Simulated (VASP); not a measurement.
# Rb (I4/mmm) in VASP: a series of runs

Rb is run at these levels: PBEsol; tasks: single point.

All numbers are computed with VASP 6.6.1; they aren't measurements. Logs are shortened: lines on timing, memory, paths and dates and some standing lists are left out, and cuts for length are marked.

## 1. The cell of the first run

The structure is tetragonal, space group I4/mmm (No. 139). Conventional cell: a = 5.752 Å, b = 5.752 Å, c = 5.612 Å, α = 90.00°, β = 90.00°, γ = 90.00°.

## 2. Single point, PBEsol (strain +0.025 along x and y, +0.000 along z)

INCAR

```
  ALGO = Fast
  EDIFF = 1E-6
  ENCUT = 520
  GGA = PS
  ISIF = 2
  ISMEAR = 0
  LASPH = True
  LCHARG = False
  LREAL = False
  LWAVE = False
  NBANDS = 10
  NELM = 100
  PREC = Accurate
  SIGMA = 0.15
```

KPOINTS

```
k-points
0
Gamma
  12 12 12
```

POSCAR

```
Rb
1.0
   -2.8761500000      2.8761500000      2.8060000000
    2.8761500000     -2.8761500000      2.8060000000
    2.8761500000      2.8761500000     -2.8060000000
Rb
1
Direct
    0.0000000000      0.0000000000      0.0000000000
```

Potentials or basis: VASP PAW PBE potentials, release 64 (Rb_sv).

Started as:

```console
$ cat potpaw_PBE.64/Rb_sv/POTCAR > POTCAR
$ mpirun -np 1 vasp_std > vasp.out
```

OUTCAR:

```text
EDIFF = 1E-6
   ENCUT = 520
   GGA = PS
   ISIF = 2
   ISMEAR = 0
   LASPH = True
   LREAL = False
   NELM = 100
   PREC = Accurate

 ion  position               nearest neighbor table
   1  0.000  0.000  0.000-

  LATTYP: Found a body centered tetragonal cell.
 ALAT       =     5.7523000000
 C/A-ratio  =     0.9756097561

  Lattice vectors:

 A1 = (  -2.8761500000,   2.8761500000,   2.8060000000)
 A2 = (   2.8761500000,  -2.8761500000,   2.8060000000)
 A3 = (   2.8761500000,   2.8761500000,  -2.8060000000)

Analysis of symmetry for initial positions (statically):
=====================================================================
 Subroutine PRICEL returns:
 Original cell was already a primitive cell.

 Routine SETGRP: Setting up the symmetry group for a
 body centered tetragonal supercell.

 Subroutine GETGRP returns: Found 16 space group operations
 (whereof 16 operations were pure point group operations)
 out of a pool of 16 trial point group operations.

The static configuration has the point symmetry D_4h.

Analysis of symmetry for dynamics (positions and initial velocities):
=====================================================================
 Subroutine PRICEL returns:
 Original cell was already a primitive cell.

 Routine SETGRP: Setting up the symmetry group for a
 body centered tetragonal supercell.

 Subroutine GETGRP returns: Found 16 space group operations
 (whereof 16 operations were pure point group operations)
 out of a pool of 16 trial point group operations.

The dynamic configuration has the point symmetry D_4h.

 Subroutine INISYM returns: Found 16 space group operations
 (whereof 16 operations are pure point group operations),
 and found     1 'primitive' translations

----------------------------------------------------------------------------------------

                                     Primitive cell

  volume of cell :      92.8476

  direct lattice vectors                    reciprocal lattice vectors
    -2.876150000  2.876150000  2.806000000     0.000000000  0.173843506  0.178189594
     2.876150000 -2.876150000  2.806000000     0.173843506  0.000000000  0.178189594
     2.876150000  2.876150000 -2.806000000     0.173843506  0.173843506  0.000000000

  length of vectors
     4.941468774  4.941468774  4.941468774     0.248943961  0.248943961  0.245851844

  position of ions in fractional coordinates (direct lattice)
     0.000000000  0.000000000  0.000000000

  ion indices of the primitive-cell ions
   primitive index   ion index
                 1           1

----------------------------------------------------------------------------------------

 KPOINTS: k-points

Automatic generation of k-mesh.
 Grid dimensions read from file:
 generate k-points for:   12   12   12

 Generating k-lattice:

  Cartesian coordinates                     Fractional coordinates (reciprocal lattice)
     0.000000000  0.014486959  0.014849133     0.083333333  0.000000000 -0.000000000
     0.014486959  0.000000000  0.014849133     0.000000000  0.083333333 -0.000000000
     0.014486959  0.014486959  0.000000000     0.000000000  0.000000000  0.083333333

  Length of vectors
     0.020745330  0.020745330  0.020487654

  Shift w.r.t. Gamma in fractional coordinates (k-lattice)
     0.000000000  0.000000000  0.000000000

 Subroutine IBZKPT returns following result:
 ===========================================

 Found    163 irreducible k-points:

 Following reciprocal coordinates:
            Coordinates               Weight
  0.000000  0.000000  0.000000      1.000000
  0.083333  0.000000  0.000000      8.000000
  0.166667  0.000000  0.000000      8.000000
  0.250000  0.000000  0.000000      8.000000
  0.333333  0.000000  0.000000      8.000000
  0.416667  0.000000 -0.000000      8.000000
[... 16 lines left out ...]
  0.500000  0.166667  0.000000     16.000000
 -0.416667  0.166667  0.000000     16.000000
 [... further k-points ...]
   k-points           NKPTS =    163   k-points in BZ     NKDIM =    163   number of bands    NBANDS=     10
   number of dos      NEDOS =    301   number of ions     NIONS =      1
   total plane-waves  NPLWV =  64000
   dimension x,y,z NGX =    40 NGY =   40 NGZ =   40
   dimension x,y,z NGXF=    80 NGYF=   80 NGZF=   80
   ions per type =               1
   NGX,Y,Z   is equivalent  to a cutoff of  13.46, 13.46, 13.46 a.u.
   NGXF,Y,Z  is equivalent  to a cutoff of  26.91, 26.91, 26.91 a.u.
 SYSTEM =  unknown system
   PREC   = accura    normal or accurate (medium, high low for compatibility)
   ISTART =      0    job   : 0-new  1-cont  2-samecut
   ICHARG =      2    charge: 1-file 2-atom 10-const
   ISPIN  =      1    spin polarized calculation?
   LNONCOLLINEAR =      F non collinear calculations
   LSORBIT =      F    spin-orbit coupling
   LASPH  =      T    aspherical Exc in radial PAW
   ENCUT  =  520.0 eV  38.22 Ry    6.18 a.u.   9.19  9.19  9.19*2*pi/ulx,y,z
   NELM   =    100;   NELMIN=  2; NELMDL= -5     # of ELM steps
   EDIFF  = 0.1E-05   stopping-criterion for ELM
   LREAL  =      F    real-space projection
   EDIFFG = 0.1E-04   stopping-criterion for IOM
   NSW    =      0    number of steps for IOM
   IBRION =     -1    ionic relax: 0-MD 1-quasi-New 2-CG
   NFREE  =      0    steps in history (QN), initial steepest desc. (CG)
   ISIF   =      2    stress and relaxation
   ISYM   =      2    0-nonsym 1-usesym 2-fastsym
   POTIM  = 0.5000    time-step for ionic-motion
   TEBEG  =    0.0;   TEEND  =   0.0 temperature during run
   PSTRESS=    0.0 pullay stress
   NELECT =       9.0000    total number of electrons
   NUPDOWN=      -1.0000    fix difference up-down
   EMIN   =  10.00;   EMAX   =-10.00  energy-range for DOS
   EFERMI =   0.00;   METHOD = LEGACY
   ISMEAR =     0;   SIGMA  =   0.15  broadening in eV -4-tet -1-fermi 0-gaus
   EFERMI_NEDOS =   21; number of points for ismear=-14 and -15
   IALGO  =     68    algorithm
   IMIX   =      4    mixing-type and parameters
     AMIX     =   0.40;   BMIX     =  1.00
     AMIX_MAG =   1.60;   BMIX_MAG =  1.00
  volume/ion in A,a.u.               =      92.85       626.57
  Fermi-wavevector in a.u.,A,eV,Ry     =   0.752025  1.421121  7.694654  0.565541
  Thomas-Fermi vector in A             =   1.849141
   LORBIT       =      0    0 simple, 1 ext, 2 COOP (PROOUT), +10 PAW based schemes
   GGA     = PS    functional components
   LHFCALC =     F    Hartree Fock is set to
   AEXX    =    0.0000 exact exchange contribution
   IVDW    =     0    specifies the selected vdW correction
   LEPSILON=     F    determine dielectric tensor
   LRPA    =     F    only Hartree local field effects (RPA)
 non-spin polarized calculation
 RMM-DIIS sequential band-by-band and
 Gauss-broadening in eV      SIGMA  =   0.15
  energy-cutoff  :      520.00
  volume of cell :       92.85
 maximum number of plane-waves:      2517
 NGX is ok and might be reduce to    40
   NGX = 19   NGY = 19   NGZ = 19

 number of electron       9.0000000 magnetization

 Free energy of the ion-electron system (eV)
  ---------------------------------------------------
  ext. energy  EPLUGINS =         0.00000000
  ---------------------------------------------------
  free energy    TOTEN  =        -1.02528786 eV

  energy without entropy =       -1.01405090  energy(sigma->0) =       -1.01966938

 E-fermi :  -0.1023     XC(G=0):  -5.4711

 val. band max:       -0.1287153960   @ k =   0.3333   0.0833   0.0833
 cond. band min:      -0.0946674235   @ k =   0.5000   0.3333   0.0000
 fundamental gap:      0.0340479726
 Fermi energy:        -0.1022981889

 k-point     1 :       0.0000    0.0000    0.0000
  band No.  band energies     occupation
      1     -28.9655      2.00000
      2     -13.0142      2.00000
      3     -13.0142      2.00000
      4     -13.0142      2.00000
      5      -2.0441      2.00000
      6       3.4844      0.00000
      7       3.6098      0.00000
      8       3.6098      0.00000
      9       4.4102      0.00000
     10       4.5845      0.00000

 k-point     2 :       0.0833    0.0000    0.0000
  band No.  band energies     occupation
      1     -28.9653      2.00000
      2     -13.0203      2.00000
      3     -13.0163      2.00000
      4     -13.0142      2.00000
      5      -1.9627      2.00000
      6       3.4129      0.00000
      7       3.4795      0.00000
      8       3.6355      0.00000
      9       4.3204      0.00000
     10       4.4649      0.00000

 k-point     3 :       0.1667    0.0000    0.0000
  band No.  band energies     occupation
      1     -28.9645      2.00000
      2     -13.0370      2.00000
      3     -13.0219      2.00000
      4     -13.0143      2.00000
      5      -1.7235      2.00000
      6       3.0088      0.00000
      7       3.1580      0.00000
      8       3.8393      0.00000
      9       4.2674      0.00000
     10       4.3905      0.00000

 k-point     4 :       0.2500    0.0000    0.0000
  band No.  band energies     occupation
      1     -28.9636      2.00000
      2     -13.0596      2.00000
      3     -13.0296      2.00000
      4     -13.0145      2.00000
      5      -1.3414      2.00000
      6       2.3816      0.00000
      7       2.8742      0.00000
      8       4.1899      0.00000
      9       4.3567      0.00000
     10       4.3878      0.00000
[... 222 lines left out ...]
 k-point    22 :       0.4167    0.1667    0.0000
  band No.  band energies     occupation
      1     -28.9615      2.00000
      2     -13.0960      2.00000
      3     -13.0524      2.00000
      4     -13.0219      2.00000
      5       0.4119      0.00000
      6       0.7624      0.00000
      7       2.0739      0.00000
      8       3.8086      0.00000
      9       4.8427      0.00000
     10       5.0303      0.00000

 k-point    23 :       0.5000    0.1667    0.0000
  band No.  band energies     occupation
      1     -28.9617      2.00000
      2     -13.0923      2.00000
      3     -13.0493      2.00000
      4     -13.0215      2.00000
      5      -0.0757      0.80195
      6       1.2399      0.00000
      7       2.1267      0.00000
      8       3.9230      0.00000
      9       4.6158      0.00000
     10       5.1029      0.00000

 k-point    24 :      -0.4167    0.1667    0.0000
  band No.  band energies     occupation
      1     -28.9623      2.00000
      2     -13.0822      2.00000
      3     -13.0410      2.00000
      4     -13.0206      2.00000
      5      -0.6449      2.00000
      6       1.7861      0.00000
      7       2.2970      0.00000
      8       4.1431      0.00000
      9       4.3648      0.00000
     10       4.9940      0.00000

 [... further k-points ...]
[... 5 lines left out ...]
  --------------------------------------------------------------------------------------
  -------------------------------------------------------------------------------------
  Total       -0.1077704     -0.1077704     -0.1044213      0.0000000      0.0000000      0.0000000
  in kB       -1.8596849     -1.8596849     -1.8018925      0.0000000      0.0000000      0.0000000
  external PRESSURE =      -1.8404208 kB  Pullay stress =       0.0000000 kB

 VOLUME and BASIS-vectors are now :
 -----------------------------------------------------------------------------
  energy-cutoff  :      520.00
  volume of cell :       92.85
      direct lattice vectors                 reciprocal lattice vectors
    -2.876150000  2.876150000  2.806000000     0.000000000  0.173843506  0.178189594
     2.876150000 -2.876150000  2.806000000     0.173843506  0.000000000  0.178189594
     2.876150000  2.876150000 -2.806000000     0.173843506  0.173843506  0.000000000

 POSITION                                       TOTAL-FORCE (eV/Angst)
 -----------------------------------------------------------------------------------
      0.00000      0.00000      0.00000         0.000000      0.000000      0.000000
 -----------------------------------------------------------------------------------
    total drift:                                0.000000      0.000000     -0.000000

  FREE ENERGIE OF THE ION-ELECTRON SYSTEM (eV)
  ---------------------------------------------------
  free  energy   TOTEN  =        -1.0252878557 eV

  energy  without entropy=       -1.0140508993  energy(sigma->0) =       -1.01966938
```

Wall time 69 s (1 thread of Intel Xeon 6975P-C (Granite Rapids), shared host); peak memory 0.32 GiB.

Results:

```
Free energy : -1.0253 eV
Pressure    : -0.2 GPa
```

Levels at points of the mesh, in eV from the Fermi level:
| k point | band 2 | band 3 | band 4 | band 5 | band 6 | band 7 | band 8 | band 9 |
| --- | --- | --- | --- | --- | --- | --- | --- | --- |
| (0.00, 0.00, 0.00) | -12.91 | -12.91 | -12.91 | -1.94 | 3.59 | 3.71 | 3.71 | 4.51 |
| (0.50, 0.00, 0.00) | -13.00 | -12.94 | -12.91 | 0.26 | 0.79 | 2.55 | 4.25 | 5.08 |
| (0.50, 0.50, 0.00) | -13.00 | -12.94 | -12.91 | 0.22 | 0.73 | 2.68 | 4.17 | 5.15 |
| (0.50, 0.50, 0.50) | -12.98 | -12.98 | -12.97 | 1.25 | 1.32 | 3.12 | 3.12 | 3.36 |

Caveat: the cell differs from its parent crystal (strain +0.025 along x and y, +0.000 along z); the PAW data sets were made with another functional, which shifts forces and pressure a little.

## 3. Single point, PBEsol (strain +0.025 along x and y, +0.050 along z)

INCAR

```
SYSTEM = Rb
PREC = Accurate ; ENCUT = 520
EDIFF = 1E-6 ; ISMEAR = 0
SIGMA = 0.15 ; LREAL = .False.
LASPH = .True. ; NELM = 80
ALGO = Fast ; ISIF = 2
LWAVE = .False. ; LCHARG = .False.
GGA = PS ; NBANDS = 10
```

KPOINTS

```
Automatic mesh
0
Gamma
  12 12 12
  0 0 0
```

POSCAR

```
Rb
1.0
   -2.8761500000      2.8761500000      2.9463000000
    2.8761500000     -2.8761500000      2.9463000000
    2.8761500000      2.8761500000     -2.9463000000
Rb
1
Direct
    0.0000000000      0.0000000000      0.0000000000
```

Potentials or basis: VASP PAW PBE potentials, release 64 (Rb_sv).

Started as:

```console
$ cat potpaw_PBE.64/Rb_sv/POTCAR > POTCAR
$ mpirun -np 1 vasp_std > vasp.out
```

It took 56 s on 1 thread of Intel Xeon 6975P-C (Granite Rapids), shared host; peak memory 0.33 GiB.

It converged, with:

| Quantity | Value |
| --- | --- |
| Free energy | -1.0185 eV |
| Pressure | -0.3 GPa |

Levels at points of the mesh, in eV from the Fermi level:
| k point | band 1 | band 2 | band 3 | band 4 | band 5 | band 6 | band 7 | band 8 | band 9 | band 10 |
| --- | --- | --- | --- | --- | --- | --- | --- | --- | --- | --- |
| (0.00, 0.00, 0.00) | -28.89 | -12.95 | -12.95 | -12.95 | -1.88 | 3.59 | 3.59 | 3.70 | 4.44 | 4.60 |
| (0.50, 0.00, 0.00) | -28.89 | -13.02 | -12.97 | -12.95 | 0.24 | 0.72 | 2.62 | 4.09 | 5.02 | 5.09 |
| (0.50, 0.50, 0.00) | -28.89 | -13.02 | -12.97 | -12.95 | 0.29 | 0.77 | 2.50 | 4.17 | 4.91 | 5.17 |
| (0.50, 0.50, 0.50) | -28.89 | -13.00 | -13.00 | -13.00 | 1.28 | 1.34 | 2.93 | 3.15 | 3.15 | 4.45 |

Caveat: the cell differs from its parent crystal (strain +0.025 along x and y, +0.050 along z); the PAW data sets were made with another functional, which shifts forces and pressure a little.
